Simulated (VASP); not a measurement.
# NaI (Pm-3m) in VASP: G0W0 quasiparticle levels with LDA

Aim: the G0W0 quasiparticle levels of NaI with LDA.

Everything below comes from runs of VASP 6.6.1. Logs are shortened: lines on timing, memory, paths and dates and some standing lists are left out, and cuts for length are marked.

### Step 1. The cell of the first run

The structure is cubic, space group Pm-3m (No. 221). The conventional cell has a = 4.041 Å, b = 4.041 Å, c = 4.041 Å, α = 90.00°, β = 90.00°, γ = 90.00°. Na (site symmetry m-3m) has 8 I at 3.50 Å and 6 Na at 4.04 Å within 4.6 Å. I (site symmetry m-3m) has 8 Na at 3.50 Å and 6 I at 4.04 Å within 4.6 Å.

### Step 2. G0W0 quasiparticle levels, LDA

Contents of POSCAR:

```
NaI
1.0
    4.0405365658      0.0000000000      0.0000000000
    0.0000000000      4.0405365658      0.0000000000
    0.0000000000      0.0000000000      4.0405365658
Na I
1 1
Direct
    0.0000000000      0.0000000000      0.0000000000
    0.5000000000      0.5000000000      0.5000000000
```

Contents of INCAR.step1:

```
PREC     = Accurate       # precision mode
ENCUT    = 500            # plane-wave cutoff, eV
EDIFF    = 1E-8           # SCF threshold, eV
ISMEAR   = 0              # smearing method
SIGMA    = 0.01           # smearing width, eV
LREAL    = F              # projectors in reciprocal space
LASPH    = T              # aspherical terms in the spheres
NELM     = 100            # most SCF steps
ALGO     = Normal         # electronic algorithm
LWAVE    = T              # write WAVECAR
LCHARG   = F              # write CHGCAR
GGA      = CA             # functional
```

Contents of INCAR.step2:

```
PREC     = Accurate       # precision mode
ENCUT    = 500            # plane-wave cutoff, eV
EDIFF    = 1E-8           # SCF threshold, eV
ISMEAR   = 0              # smearing method
SIGMA    = 0.01           # smearing width, eV
LREAL    = F              # projectors in reciprocal space
LASPH    = T              # aspherical terms in the spheres
NELM     = 1              # most SCF steps
ALGO     = Exact          # electronic algorithm
LWAVE    = T              # write WAVECAR
LCHARG   = F              # write CHGCAR
GGA      = CA             # functional
NBANDS   = 256            # bands
LOPTICS  = T              # frequency-dependent dielectric function
ISTART   = 1
```

Contents of INCAR.step3:

```
PREC     = Accurate       # precision mode
ENCUT    = 500            # plane-wave cutoff, eV
EDIFF    = 1E-8           # SCF threshold, eV
ISMEAR   = 0              # smearing method
SIGMA    = 0.01           # smearing width, eV
LREAL    = F              # projectors in reciprocal space
LASPH    = T              # aspherical terms in the spheres
ALGO     = EVGW0          # electronic algorithm
LWAVE    = F              # write WAVECAR
LCHARG   = F              # write CHGCAR
GGA      = CA             # functional
NELMGW   = 1            
NBANDS   = 256            # bands
ENCUTGW  = 140.0          # cutoff of the response function
NOMEGA   = 48             # frequency points
PRECFOCK = Fast         
ISTART   = 1            
NBANDSGW = 16
```

Contents of KPOINTS:

```
Automatic mesh
0
Gamma
  4 4 4
```

Potentials or basis: VASP PAW LDA potentials, release 64 (Na_sv_GW, I_GW).

Started as:

```sh
cat potpaw_LDA.64/Na_sv_GW/POTCAR potpaw_LDA.64/I_GW/POTCAR > POTCAR
cp INCAR.step1 INCAR
mpirun -np 1 vasp_std > vasp.out
cp INCAR.step2 INCAR
mpirun -np 1 vasp_std > vasp.out
cp INCAR.step3 INCAR
mpirun -np 1 vasp_std > vasp.out
```

OUTCAR:

```text
PREC = Accurate
   ENCUT = 500
   EDIFF = 1E-8
   ISMEAR = 0
   LREAL = F
   LASPH = T
   GGA = CA
   NELMGW = 1
   ENCUTGW = 140.0
   PRECFOCK = Fast
   ISTART = 1

 ion  position               nearest neighbor table
   1  0.000  0.000  0.000-
   2  0.500  0.500  0.500-

  LATTYP: Found a simple cubic cell.
 ALAT       =     4.0405365658

  Lattice vectors:

 A1 = (   4.0405365658,   0.0000000000,   0.0000000000)
 A2 = (   0.0000000000,   4.0405365658,   0.0000000000)
 A3 = (   0.0000000000,   0.0000000000,   4.0405365658)

Analysis of symmetry for initial positions (statically):
=====================================================================
 Subroutine PRICEL returns:
 Original cell was already a primitive cell.

 Routine SETGRP: Setting up the symmetry group for a
 simple cubic supercell.

 Subroutine GETGRP returns: Found 48 space group operations
 (whereof 48 operations were pure point group operations)
 out of a pool of 48 trial point group operations.

The static configuration has the point symmetry O_h .

Analysis of symmetry for dynamics (positions and initial velocities):
=====================================================================
 Subroutine PRICEL returns:
 Original cell was already a primitive cell.

 Routine SETGRP: Setting up the symmetry group for a
 simple cubic supercell.

 Subroutine GETGRP returns: Found 48 space group operations
 (whereof 48 operations were pure point group operations)
 out of a pool of 48 trial point group operations.

The dynamic configuration has the point symmetry O_h .

 Subroutine INISYM returns: Found 48 space group operations
 (whereof 48 operations are pure point group operations),
 and found     1 'primitive' translations

----------------------------------------------------------------------------------------

                                     Primitive cell

  volume of cell :      65.9655

  direct lattice vectors                    reciprocal lattice vectors
     4.040536566  0.000000000  0.000000000     0.247491882  0.000000000  0.000000000
     0.000000000  4.040536566  0.000000000     0.000000000  0.247491882  0.000000000
     0.000000000  0.000000000  4.040536566     0.000000000  0.000000000  0.247491882

  length of vectors
     4.040536566  4.040536566  4.040536566     0.247491882  0.247491882  0.247491882

  position of ions in fractional coordinates (direct lattice)
     0.000000000  0.000000000  0.000000000
     0.500000000  0.500000000  0.500000000

  ion indices of the primitive-cell ions
   primitive index   ion index
                 1           1
                 2           2

----------------------------------------------------------------------------------------

 KPOINTS: Automatic mesh

Automatic generation of k-mesh.
 Grid dimensions read from file:
 generate k-points for:    4    4    4

 Generating k-lattice:

  Cartesian coordinates                     Fractional coordinates (reciprocal lattice)
     0.061872971  0.000000000  0.000000000     0.250000000  0.000000000  0.000000000
     0.000000000  0.061872971  0.000000000     0.000000000  0.250000000  0.000000000
     0.000000000  0.000000000  0.061872971     0.000000000  0.000000000  0.250000000

  Length of vectors
     0.061872971  0.061872971  0.061872971

  Shift w.r.t. Gamma in fractional coordinates (k-lattice)
     0.000000000  0.000000000  0.000000000

 Subroutine IBZKPT returns following result:
 ===========================================

 Found     10 irreducible k-points:

 Following reciprocal coordinates:
            Coordinates               Weight
  0.000000  0.000000  0.000000      1.000000
  0.250000  0.000000  0.000000      6.000000
  0.500000  0.000000  0.000000      3.000000
  0.250000  0.250000  0.000000     12.000000
  0.500000  0.250000  0.000000     12.000000
  0.500000  0.500000  0.000000      3.000000
  0.250000  0.250000  0.250000      8.000000
  0.500000  0.250000  0.250000     12.000000
  0.500000  0.500000  0.250000      6.000000
  0.500000  0.500000  0.500000      1.000000
   k-points           NKPTS =     10   k-points in BZ     NKDIM =     64   number of bands    NBANDS=    256
   number of dos      NEDOS =    301   number of ions     NIONS =      2
   total plane-waves  NPLWV =  27000
   dimension x,y,z NGX =    30 NGY =   30 NGZ =   30
   dimension x,y,z NGXF=    60 NGYF=   60 NGZF=   60
   ions per type =               1   1
   NGX,Y,Z   is equivalent  to a cutoff of  12.34, 12.34, 12.34 a.u.
   NGXF,Y,Z  is equivalent  to a cutoff of  24.69, 24.69, 24.69 a.u.
 SYSTEM =  unknown system
   PREC   = accura    normal or accurate (medium, high low for compatibility)
   ISTART =      1    job   : 0-new  1-cont  2-samecut
   ICHARG =      0    charge: 1-file 2-atom 10-const
   ISPIN  =      1    spin polarized calculation?
   LNONCOLLINEAR =      F non collinear calculations
   LSORBIT =      F    spin-orbit coupling
   LASPH  =      T    aspherical Exc in radial PAW
   ENCUT  =  500.0 eV  36.75 Ry    6.06 a.u.   7.37  7.37  7.37*2*pi/ulx,y,z
   NELM   =     60;   NELMIN=  2; NELMDL=  0     # of ELM steps
   EDIFF  = 0.1E-07   stopping-criterion for ELM
   LREAL  =      F    real-space projection
   EDIFFG = 0.1E-06   stopping-criterion for IOM
   NSW    =      0    number of steps for IOM
   IBRION =     -1    ionic relax: 0-MD 1-quasi-New 2-CG
   NFREE  =      0    steps in history (QN), initial steepest desc. (CG)
   ISIF   =      0    stress and relaxation
   ISYM   =      3    0-nonsym 1-usesym 2-fastsym
   POTIM  = 0.5000    time-step for ionic-motion
   TEBEG  =    0.0;   TEEND  =   0.0 temperature during run
   PSTRESS=    0.0 pullay stress
   NELECT =      16.0000    total number of electrons
   NUPDOWN=      -1.0000    fix difference up-down
   EMIN   =  10.00;   EMAX   =-10.00  energy-range for DOS
   EFERMI =   0.00;   METHOD = LEGACY
   ISMEAR =     0;   SIGMA  =   0.01  broadening in eV -4-tet -1-fermi 0-gaus
   EFERMI_NEDOS =   21; number of points for ismear=-14 and -15
   IALGO  =     38    algorithm
   IMIX   =      4    mixing-type and parameters
     AMIX     =   0.40;   BMIX     =  1.00
     AMIX_MAG =   1.60;   BMIX_MAG =  1.00
  volume/ion in A,a.u.               =      32.98       222.58
  Fermi-wavevector in a.u.,A,eV,Ry     =   1.020961  1.929336 14.182185  1.042361
  Thomas-Fermi vector in A             =   2.154559
   LORBIT       =      0    0 simple, 1 ext, 2 COOP (PROOUT), +10 PAW based schemes
   GGA     = CA    functional components
   LHFCALC =     T    Hartree Fock is set to
   PRECFOCK=fast      Normal, Fast or Accurate (Low or Medium for compatibility)
   ENCUT4O =  -1.0   cutoff for four orbital integrals eV
   NKREDX  =     1    reduce k-point grid by
   NKREDY  =     1    reduce k-point grid by
   NKREDZ  =     1    reduce k-point grid by
   AEXX    =    1.0000 exact exchange contribution
   HFSCREEN=    0.0000 screening length (either q_TF or 0.3 A-1)
   HFSCREENC=   0.0000 screening length for correlation (either q_TF or 0.3 A-1)
   ENCUTFOCK=  -1.0 apply spherical cutoff to Coloumb kernel
   IVDW    =     0    specifies the selected vdW correction
   LEPSILON=     F    determine dielectric tensor
   LRPA    =     F    only Hartree local field effects (RPA)
   LRPAFORCE           =     F    calculate RPA forces
   ENCUTGW             = 140.0    cutoff for response function in eV
   ENCUTGWSOFT         = 112.0    soft cutoff for Coulomb kernel in GW response function in eV
   ENCUTLF             =  -1.0    cutoff for local field effects
   NELMGW              =     1    number of iterations in solving QP/BSE equation
   NELMHF              =     1    number of iterations in the inner HF iteration
   NKREDLFX            =     1    NKREDLFY  =   1   NKREDLFZ  =   1
 non-spin polarized calculation
 Gauss-broadening in eV      SIGMA  =   0.01
  energy-cutoff  :      500.00
  volume of cell :       65.97
 maximum number of plane-waves:      1743
 NGX is ok and might be reduce to    30
  NGX = 16; NGY = 16; NGZ = 16
   NGX = 15   NGY = 15   NGZ = 15
 maximum number of plane-waves:       280

 QP shifts <psi_nk| G(iteration)W_0 |psi_nk>: iteration 1
 for sc-GW calculations column KS-energies equals QP-energies in previous step
 and V_xc(KS)=  KS-energies - (<T + V_ion + V_H > + <T+V_H+V_ion>^1  + <V_x>^1)

 k-point   1 :       0.0000    0.0000    0.0000
  band No.  KS-energies  QP-energies   sigma(KS)   V_xc(KS)     V^pw_x(r,r')   Z            occupation Imag(sigma)

      1     -49.3102     -58.2616     -40.6995     -28.4407     -48.8523       0.7302       2.0000       0.5548
      2     -21.8700     -27.1127     -35.1068     -28.2184     -41.2762       0.7611       2.0000       0.3774
      3     -21.8700     -27.1127     -35.1068     -28.2184     -41.2762       0.7611       2.0000       0.3774
      4     -21.8700     -27.1127     -35.1068     -28.2184     -41.2762       0.7611       2.0000       0.3774
      5     -10.1036     -11.2090     -13.6459     -12.1030     -18.8955       0.7164       2.0000       1.6056
      6       1.1137      -0.0890     -12.7884     -11.2304     -14.0175       0.7719       2.0000       0.2317
[... 8 lines left out ...]
     15      13.7664      14.6925      -7.6003      -8.7745      -3.2671       0.7887       0.0000      -0.5095
     16      13.7664      14.6925      -7.6003      -8.7745      -3.2671       0.7887       0.0000      -0.5095

 k-point   2 :       0.2500    0.0000    0.0000
  band No.  KS-energies  QP-energies   sigma(KS)   V_xc(KS)     V^pw_x(r,r')   Z            occupation Imag(sigma)

      1     -49.3100     -58.2812     -40.6995     -28.4411     -48.8522       0.7318       2.0000       0.5546
      2     -21.8740     -27.0827     -35.0914     -28.2030     -41.2599       0.7562       2.0000       0.3798
      3     -21.8694     -27.1211     -35.1089     -28.2200     -41.2786       0.7623       2.0000       0.3773
      4     -21.8694     -27.1211     -35.1089     -28.2200     -41.2786       0.7623       2.0000       0.3773
      5      -9.9462     -11.0254     -13.7389     -12.2281     -18.9422       0.7143       2.0000       1.5679
      6      -0.5162      -1.7421     -11.6372     -10.0355     -13.1773       0.7653       2.0000       0.3046
[... 8 lines left out ...]
     15      12.4356      13.1473      -6.0420      -6.9360      -1.7614       0.7962       0.0000      -0.5673
     16      14.2158      15.1781      -7.7087      -8.9223      -3.3223       0.7929       0.0000      -0.5679

 k-point   3 :       0.5000    0.0000    0.0000
  band No.  KS-energies  QP-energies   sigma(KS)   V_xc(KS)     V^pw_x(r,r')   Z            occupation Imag(sigma)

      1     -49.3099     -58.3139     -40.6990     -28.4414     -48.8517       0.7346       2.0000       0.5544
      2     -21.8781     -27.0625     -35.0733     -28.1875     -41.2408       0.7529       2.0000       0.3822
      3     -21.8690     -27.1224     -35.1092     -28.2215     -41.2790       0.7627       2.0000       0.3772
      4     -21.8690     -27.1224     -35.1092     -28.2215     -41.2790       0.7627       2.0000       0.3772
      5      -9.7733     -10.8267     -13.8549     -12.3804     -19.0051       0.7144       2.0000       1.5268
      6      -1.5555      -2.8679     -11.3275      -9.5971     -13.2392       0.7584       2.0000       0.3968
[... 114 lines left out ...]
      1     -49.3095     -58.4004     -40.6985     -28.4421     -48.8511       0.7417       2.0000       0.5541
      2     -21.8763     -27.0831     -35.0804     -28.1961     -41.2481       0.7563       2.0000       0.3785
      3     -21.8763     -27.0831     -35.0804     -28.1961     -41.2481       0.7563       2.0000       0.3785
      4     -21.8721     -27.1193     -35.0963     -28.2111     -41.2653       0.7621       2.0000       0.3776
      5      -9.3592     -10.3491     -14.0338     -12.6469     -19.0579       0.7138       2.0000       1.4450
      6      -0.6249      -1.9197     -12.0231     -10.3206     -13.7072       0.7605       2.0000       0.3255
[... 8 lines left out ...]
     15      13.8172      14.7785      -7.5342      -8.7453      -3.0090       0.7937       0.0000      -0.6892
     16      17.2201      18.1493      -7.1611      -8.3267      -2.2125       0.7972       0.0000      -0.8905

 k-point  10 :       0.5000    0.5000    0.5000
  band No.  KS-energies  QP-energies   sigma(KS)   V_xc(KS)     V^pw_x(r,r')   Z            occupation Imag(sigma)

      1     -49.3094     -58.4054     -40.6979     -28.4424     -48.8505       0.7422       2.0000       0.5540
      2     -21.8757     -27.0851     -35.0815     -28.1983     -41.2495       0.7568       2.0000       0.3783
      3     -21.8757     -27.0851     -35.0815     -28.1983     -41.2495       0.7568       2.0000       0.3783
      4     -21.8757     -27.0851     -35.0815     -28.1983     -41.2495       0.7568       2.0000       0.3783
      5      -9.2168     -10.1825     -14.1081     -12.7501     -19.0885       0.7111       2.0000       1.4168
      6      -0.3503      -1.6381     -12.2117     -10.5207     -13.8249       0.7615       2.0000       0.3087
[... 8 lines left out ...]
     15      15.1059      16.0827      -7.7194      -8.9546      -2.9349       0.7908       0.0000      -0.7987
     16      18.0310      19.0921      -9.0304     -10.3668      -3.8756       0.7940       0.0000      -0.8947
```

It took 6.6 min on 1 thread of AMD EPYC 7R13 (Zen 3), shared host; peak memory 0.91 GiB.

What came out:

| Item | Value |
| --- | --- |
| Quasiparticle gap | 4.05 eV |
| Least direct quasiparticle gap | 4.53 eV |
| Band gap of the starting levels on the mesh | 2.03 eV |
| Least direct gap of the starting levels on the mesh | 2.59 eV |

Caveat: the k points lie up to 0.39 Å⁻¹ apart; bands, screening cutoff and mesh are small and nothing is extrapolated, so the quasiparticle values aren't converged; the structure was generated, so it needn't be the stable form of NaI; spin-orbit coupling is left out, which moves the levels of the heavy elements.
